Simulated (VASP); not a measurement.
# Fe (Im-3m) in VASP: notebook, part 2 of 2

VASP 6.6.1. The steps go on from the part before.

## 4. Single point, PBE, collinear spin, ferromagnetic start

This run uses another cell than the first one: it holds 2 atoms, not 1.

File INCAR:

```
SYSTEM = Fe
ALGO = Normal
EDIFF = 1E-7
ENCUT = 520
GGA = PE
ISIF = 2
ISMEAR = -4
ISPIN = 2
LASPH = .TRUE.
LCHARG = .FALSE.
LMAXMIX = 4
LORBIT = 11
LREAL = .FALSE.
LWAVE = .FALSE.
MAGMOM = 2.5 2.5
NBANDS = 19
NELM = 150
PREC = Accurate
SIGMA = 0.1
```

File KPOINTS:

```
k-points
0
G
  14 14 14
  0 0 0
```

File POSCAR:

```
Fe
1.0
    2.8313533229      0.0000000000      0.0000000000
    0.0000000000      2.8313533229      0.0000000000
    0.0000000000      0.0000000000      2.8313533229
Fe
2
Direct
    0.0000000000      0.0000000000      0.0000000000
    0.5000000000      0.5000000000      0.5000000000
```

Potentials or basis: VASP PAW PBE potentials, release 64 (Fe).

On the command line:

```sh
$ cat potpaw_PBE.64/Fe/POTCAR > POTCAR
$ mpirun -np 1 vasp_std > vasp.out
```

OUTCAR:

```text
SYSTEM = Fe
   EDIFF = 1E-7
   ENCUT = 520
   GGA = PE
   ISIF = 2
   ISMEAR = -4
   ISPIN = 2
   LASPH = .TRUE.
   LORBIT = 11
   LREAL = .FALSE.
   NELM = 150
   PREC = Accurate

 ion  position               nearest neighbor table
   1  0.000  0.000  0.000-   2 2.45   2 2.45   2 2.45   2 2.45   2 2.45   2 2.45   2 2.45   2 2.45

   2  0.500  0.500  0.500-   1 2.45   1 2.45   1 2.45   1 2.45   1 2.45   1 2.45   1 2.45   1 2.45

  LATTYP: Found a simple cubic cell.
 ALAT       =     2.8313533229

  Lattice vectors:

 A1 = (   2.8313533229,   0.0000000000,   0.0000000000)
 A2 = (   0.0000000000,   2.8313533229,   0.0000000000)
 A3 = (   0.0000000000,   0.0000000000,   2.8313533229)

Analysis of symmetry for initial positions (statically):
=====================================================================
 Subroutine PRICEL returns following result:

  LATTYP: Found a body centered cubic cell.
 ALAT       =     2.8313533229
[... 12 lines left out ...]
 Subroutine GETGRP returns: Found 48 space group operations
 (whereof 48 operations were pure point group operations)
 out of a pool of 48 trial point group operations.

The static configuration has the point symmetry O_h .

Analysis of symmetry for dynamics (positions and initial velocities):
=====================================================================
 Subroutine PRICEL returns following result:

  LATTYP: Found a body centered cubic cell.
 ALAT       =     2.8313533229
[... 12 lines left out ...]
 Subroutine GETGRP returns: Found 48 space group operations
 (whereof 48 operations were pure point group operations)
 out of a pool of 48 trial point group operations.

The dynamic configuration has the point symmetry O_h .

Analysis of structural, dynamic, and magnetic symmetry:
=====================================================================
 Subroutine PRICEL returns following result:

  LATTYP: Found a body centered cubic cell.
 ALAT       =     2.8313533229
[... 12 lines left out ...]
 Subroutine GETGRP returns: Found 48 space group operations
 (whereof 48 operations were pure point group operations)
 out of a pool of 48 trial point group operations.

The overall configuration has the point symmetry O_h .

 Subroutine INISYM returns: Found 48 space group operations
 (whereof 48 operations are pure point group operations),
 and found     2 'primitive' translations

----------------------------------------------------------------------------------------

                                     Primitive cell

  volume of cell :      11.3489

  direct lattice vectors                    reciprocal lattice vectors
     1.415676661  1.415676661 -1.415676661     0.353187994  0.353187994  0.000000000
    -1.415676661  1.415676661  1.415676661     0.000000000  0.353187994  0.353187994
     1.415676661 -1.415676661  1.415676661     0.353187994  0.000000000  0.353187994

  length of vectors
     2.452023905  2.452023905  2.452023905     0.499483251  0.499483251  0.499483251

  position of ions in fractional coordinates (direct lattice)
     0.000000000  0.000000000  0.000000000

  ion indices of the primitive-cell ions
   primitive index   ion index
                 1           1

----------------------------------------------------------------------------------------

 KPOINTS: k-points

Automatic generation of k-mesh.
 Grid dimensions read from file:
 generate k-points for:   14   14   14

[... 61 lines left out ...]
   LSORBIT =      F    spin-orbit coupling
   LASPH  =      T    aspherical Exc in radial PAW
   ENCUT  =  520.0 eV  38.22 Ry    6.18 a.u.   5.26  5.26  5.26*2*pi/ulx,y,z
   NELM   =    150;   NELMIN=  2; NELMDL= -5     # of ELM steps
   EDIFF  = 0.1E-06   stopping-criterion for ELM
   LREAL  =      F    real-space projection
   EDIFFG = 0.1E-05   stopping-criterion for IOM
   NSW    =      0    number of steps for IOM
   IBRION =     -1    ionic relax: 0-MD 1-quasi-New 2-CG
   NFREE  =      0    steps in history (QN), initial steepest desc. (CG)
   ISIF   =      2    stress and relaxation
   ISYM   =      2    0-nonsym 1-usesym 2-fastsym
   POTIM  = 0.5000    time-step for ionic-motion
   TEBEG  =    0.0;   TEEND  =   0.0 temperature during run
   PSTRESS=    0.0 pullay stress
   NELECT =      16.0000    total number of electrons
   NUPDOWN=      -1.0000    fix difference up-down
   EMIN   =  10.00;   EMAX   =-10.00  energy-range for DOS
   EFERMI =   0.00;   METHOD = LEGACY
   ISMEAR =    -4;   SIGMA  =   0.10  broadening in eV -4-tet -1-fermi 0-gaus
   EFERMI_NEDOS =   21; number of points for ismear=-14 and -15
   IALGO  =     38    algorithm
   IMIX   =      4    mixing-type and parameters
     AMIX     =   0.40;   BMIX     =  1.00
     AMIX_MAG =   1.60;   BMIX_MAG =  1.00
  volume/ion in A,a.u.               =      11.35        76.59
  Fermi-wavevector in a.u.,A,eV,Ry     =   1.456982  2.753296 28.882388  2.122796
  Thomas-Fermi vector in A             =   2.573836
   LORBIT       =     11    0 simple, 1 ext, 2 COOP (PROOUT), +10 PAW based schemes
   GGA     = PE    functional components
   LHFCALC =     F    Hartree Fock is set to
   AEXX    =    0.0000 exact exchange contribution
   IVDW    =     0    specifies the selected vdW correction
   LEPSILON=     F    determine dielectric tensor
   LRPA    =     F    only Hartree local field effects (RPA)
 spin polarized calculation
 Fermi weights with tetrahedron method witout Bloechl corrections
  energy-cutoff  :      520.00
  volume of cell :       22.70
 maximum number of plane-waves:       624
 NGX is ok and might be reduce to    24

 number of electron      16.0000014 magnetization       4.3559937

 Free energy of the ion-electron system (eV)
  ---------------------------------------------------
  ext. energy  EPLUGINS =         0.00000000
  ---------------------------------------------------
  free energy    TOTEN  =       -16.46072235 eV

  energy without entropy =      -16.46072235  energy(sigma->0) =      -16.46072235

 E-fermi :   5.8213     XC(G=0): -13.1235

 val. band max:        6.0447140981   @ k =   0.5000   0.3571   0.0000
 cond. band min:       5.7356570821   @ k =   0.2857   0.2857   0.1429
 fundamental gap:     -0.3090570159
 Fermi energy:         5.8213134457

 spin component 1

 k-point     1 :       0.0000    0.0000    0.0000
  band No.  band energies     occupation
      1      -2.6001      1.00000
      2       0.9818      1.00000
      3       0.9818      1.00000
      4       3.5281      1.00000
      5       3.5281      1.00000
      6       3.5281      1.00000
[... 517 lines left out ...]
     18      27.0454      0.00000
     19      29.4559      0.00000

 [... further k-points ...]

 spin component 2

 k-point     1 :       0.0000    0.0000    0.0000
  band No.  band energies     occupation
      1      -2.4418      1.00000
      2       2.7945      1.00000
      3       2.7946      1.00000
      4       5.4290      1.00000
      5       5.4291      1.00000
      6       5.4291      1.00000
[... 517 lines left out ...]
     18      27.6141      0.00000
     19      29.8119      0.00000

 [... further k-points ...]

------------------------ aborting loop because EDIFF is reached ----------------------------------------

  FORCE on cell =-STRESS in cart. coord.  units (eV):
  Direction    XX          YY          ZZ          XY          YZ          ZX
  --------------------------------------------------------------------------------------
  -------------------------------------------------------------------------------------
  Total       -0.0013246     -0.0013246     -0.0013246      0.0000000     -0.0000000     -0.0000000
  in kB       -0.0935037     -0.0935037     -0.0935037      0.0000000     -0.0000000     -0.0000000
  external PRESSURE =      -0.0935037 kB  Pullay stress =       0.0000000 kB

 VOLUME and BASIS-vectors are now :
 -----------------------------------------------------------------------------
  energy-cutoff  :      520.00
  volume of cell :       22.70
      direct lattice vectors                 reciprocal lattice vectors
     2.831353323  0.000000000  0.000000000     0.353187994  0.000000000  0.000000000
     0.000000000  2.831353323  0.000000000     0.000000000  0.353187994  0.000000000
     0.000000000  0.000000000  2.831353323     0.000000000  0.000000000  0.353187994

 POSITION                                       TOTAL-FORCE (eV/Angst)
 -----------------------------------------------------------------------------------
      0.00000      0.00000      0.00000        -0.000000     -0.000000     -0.000000
      1.41568      1.41568      1.41568         0.000000      0.000000      0.000000
 -----------------------------------------------------------------------------------
    total drift:                                0.000000      0.000000     -0.000000

  FREE ENERGIE OF THE ION-ELECTRON SYSTEM (eV)
  ---------------------------------------------------
  free  energy   TOTEN  =       -16.4607223531 eV

  energy  without entropy=      -16.4607223531  energy(sigma->0) =      -16.46072235

 total charge

# of ion       s       p       d       tot
------------------------------------------
    1        0.487   0.543   6.239   7.270
    2        0.487   0.543   6.239   7.270
--------------------------------------------------
tot          0.974   1.087  12.478  14.539

 magnetization (x)

# of ion       s       p       d       tot
------------------------------------------
    1       -0.014  -0.058   2.248   2.177
    2       -0.014  -0.058   2.248   2.177
--------------------------------------------------
tot         -0.027  -0.116   4.497   4.353
```

It took 49 s on 1 thread of Intel Xeon Platinum 8488C (Sapphire Rapids), shared host; peak memory 0.21 GiB.

Results:

* Free energy: -16.4607 eV
* Pressure: 0.0 GPa
* Net moment: 4.36 μB per cell
* Site moments: Fe +2.18 μB
* Valence electrons inside the program's atomic spheres: Fe 7.27

Levels at points of the mesh, in eV from the Fermi level:
Spin up:
```tsv
k point	band 7	band 8	band 9	band 10	band 11	band 12	band 13	band 14
(0.00, 0.00, 0.00)	-1.08	-1.08	0.13	0.13	0.13	9.96	9.96	9.96
(0.50, 0.00, 0.00)	-1.85	-1.85	-1.11	-1.11	0.23	0.23	17.12	17.12
(0.50, 0.50, 0.00)	-0.89	-0.89	0.40	0.40	0.54	0.54	7.38	7.38
(0.50, 0.50, 0.50)	-0.86	-0.86	-0.86	-0.86	8.66	8.66	8.66	8.66
```
Spin down:
| k point | band 2 | band 3 | band 4 | band 5 | band 6 | band 7 | band 8 | band 9 | band 10 | band 11 |
| --- | --- | --- | --- | --- | --- | --- | --- | --- | --- | --- |
| (0.00, 0.00, 0.00) | -3.03 | -3.03 | -0.39 | -0.39 | -0.39 | 1.66 | 1.66 | 2.30 | 2.30 | 2.30 |
| (0.50, 0.00, 0.00) | -4.06 | -0.77 | -0.77 | -0.01 | -0.01 | -0.01 | -0.01 | 0.92 | 0.92 | 2.58 |
| (0.50, 0.50, 0.00) | -3.64 | -1.68 | -1.68 | 0.63 | 0.63 | 1.52 | 1.52 | 1.92 | 1.92 | 2.61 |
| (0.50, 0.50, 0.50) | -1.84 | -1.84 | -1.84 | -1.84 | -1.84 | 1.97 | 1.97 | 1.97 | 1.97 | 9.53 |

## 5. Overview

| cell | k mesh | smearing | gap on the mesh (eV) | pressure (GPa) | moment (μB) |
| --- | --- | --- | --- | --- | --- |
| a = 2.452 Å, angles 109.5°, 1 atom, atomic positions A | 21 × 21 × 21 | fermi-dirac 0.1 eV | none | -0.4 | 2.17 |
| a = 2.831 Å, 2 atoms, atomic positions B | 14 × 14 × 14 | fermi-dirac 0.1 eV | none | 0.0 | 4.36 |
| a = 2.831 Å, 2 atoms, atomic positions B | 14 × 14 × 14 | tetrahedron | none | 0.0 | 4.36 |

Alike in all rows: task single point; level PBE; potentials or basis VASP PAW PBE potentials, release 64 (Fe); spin collinear, ferromagnetic start; cutoff (eV) 520.

Total energies depend on the potentials used, so only differences within one code and one set of settings carry meaning.
